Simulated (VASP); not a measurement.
Set up this calculation in VASP 6.6.1, as the native input.

```
Task                   : relaxation of cell and atoms
Functional             : revPBE
Potentials or basis    : VASP PAW PBE potentials, release 64 (Fe)
Cutoff                 : 600 eV
k mesh                 : 13 × 13 × 13
Occupations            : fermi-dirac, width 0.05 eV
Spin                   : collinear spin, ferromagnetic start
Starting moments       : [3.0] μB
Dipole correction      : no
Further INCAR settings : ALGO = Normal; EDIFF = 1e-06; IBRION = 2; EDIFFG = -0.01; NSW = 60; ISIF = 3
```

The structure of Fe lies in POSCAR:

```
Fe
1.0
    0.0000000000      1.9417396906      1.9651051623
    1.4984397099      0.0000000000      1.9651051623
    1.4984397099      1.9417396906      0.0000000000
Fe
1
Direct
    0.0000000000      0.0000000000      0.0000000000
```

The input as run:

INCAR

```
  PREC = Accurate
  ENCUT = 600
  EDIFF = 1E-6
  ISMEAR = -1
  SIGMA = 0.05
  LREAL = F
  LASPH = T
  NELM = 150
  ALGO = Normal
  ISIF = 3
  LWAVE = F
  LCHARG = F
  ISPIN = 2
  MAGMOM = 3
  LORBIT = 11
  LMAXMIX = 4
  GGA = RE
  IBRION = 2
  NSW = 60
  EDIFFG = -0.01
```

KPOINTS

```
regular mesh
0
Gamma
  13 13 13
```

Potentials or basis: VASP PAW PBE potentials, release 64 (Fe).

Launch:

```bash
$ cat potpaw_PBE.64/Fe/POTCAR > POTCAR
$ mpirun -np 1 vasp_std > vasp.out
```

Results of the run:

| Quantity | Value |
| --- | --- |
| Relaxed volume | 11.58 Å³/atom |
| Relaxed cell | a = 2.850 Å, b = 2.469 Å, c = 2.468 Å, α = 70.51°, β = 54.74°, γ = 54.74° |
| Space group after relaxing (to 0.1 Å) | Im-3m (No. 229) |
| Energy gained by relaxing | 17.8 meV/atom |
| Ionic steps | 10 |
| Pressure after relaxing | 0.0 GPa |
| Net moment | 2.20 μB per cell |
| Site moments | Fe +2.20 μB |
| Valence electrons inside the program's atomic spheres | Fe 7.22 |

Caveat: the PAW data sets were made with another functional, which shifts forces and pressure a little.

It took 4.2 min on 1 thread of Intel(R) Xeon(R) Platinum 8488C (Sapphire Rapids) (shared host), peak memory 0.23 GiB.
